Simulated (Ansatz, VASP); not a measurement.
**Ga: VASP beside Ansatz**

```
Ga
1.0
     3.90447   -2.34059    0.00000
     3.90447    2.34059    0.00000
     0.00000    0.00000    4.64610
Ga
4
Direct
  0.99143 0.33321 0.25000
  0.33321 0.99143 0.75000
  0.00857 0.66679 0.75000
  0.66679 0.00857 0.25000
```

Alike in both runs: functional PBE; k mesh 12 × 12 × 10; occupations gaussian, width 0.1 eV; no spin polarisation.

Ansatz relaxed the structure, and its values are those at the end. VASP's run is a single point on that final structure, the one shown.

|  | VASP | Ansatz |
| --- | --- | --- |
| version | VASP 6.6.1 | Ansatz 0.2.0 |
| potentials or method | VASP PAW PBE potentials, release 64 (Ga_d), cutoff 520 eV | scalar-relativistic, plane waves, PAW |
| valence electrons in the cell | 52 | 52 |

Ansatz gave:

| Property | Result |
| --- | --- |
| gap on the k mesh at the Fermi level (eV) | none |
| pressure (GPa) | 0.0 |

Estimate VASP's values.

gap on the k mesh at the Fermi level (eV): none; pressure (GPa): 0.1.

A gap of «none» marks a metal or a gap that the smearing closes.
